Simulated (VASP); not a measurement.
CoSi: single point with PBE

CoSi:

```
CELL_PARAMETERS angstrom
2.78133 2.78133 0.00000
2.78133 0.00000 2.78133
2.78133 0.00000 -2.78133
ATOMIC_POSITIONS crystal
Co 0.00000 0.00000 0.00000
Co 0.00000 0.50000 0.50000
Si 0.50000 0.25000 0.75000
Si 0.50000 0.75000 0.25000
```

* Program: VASP 6.6.1
* Task: single point
* Functional: PBE
* Potentials or basis: VASP PAW PBE potentials, release 64 (Co, Si)
* Cutoff: 520 eV
* k mesh: 13 × 13 × 13
* Occupations: fermi-dirac, width 0.03 eV
* Spin: collinear spin, antiferromagnetic start
* Starting moments: [0.6, -0.6, 0.0, 0.0] μB

```yaml
Pressure: -0.7 GPa
Band_gap_on_the_k_mesh: zero (filled and empty bands overlap)
Net_moment: 0.00 μB per cell
Valence_electrons_inside_the_program's_atomic_spheres: Co 8.62; Si 1.57
```

Levels at points of the mesh, in eV from the Fermi level:
Spin up:
```
           k point  band 10  band 11  band 12  band 13  band 14  band 15  band 16  band 17
(0.00, 0.00, 0.00)    -1.19    -0.38    -0.38     1.42     1.42     1.42     3.09     3.09
```
Spin down:
```
           k point  band 10  band 11  band 12  band 13  band 14  band 15  band 16  band 17
(0.00, 0.00, 0.00)    -1.19    -0.38    -0.38     1.42     1.42     1.42     3.09     3.09
```

Run time: 5.7 min on 1 thread of Intel Xeon 8259CL (shared host), peak memory 0.28 GiB.

Caveat: the moments typed at the start vanished in this run.
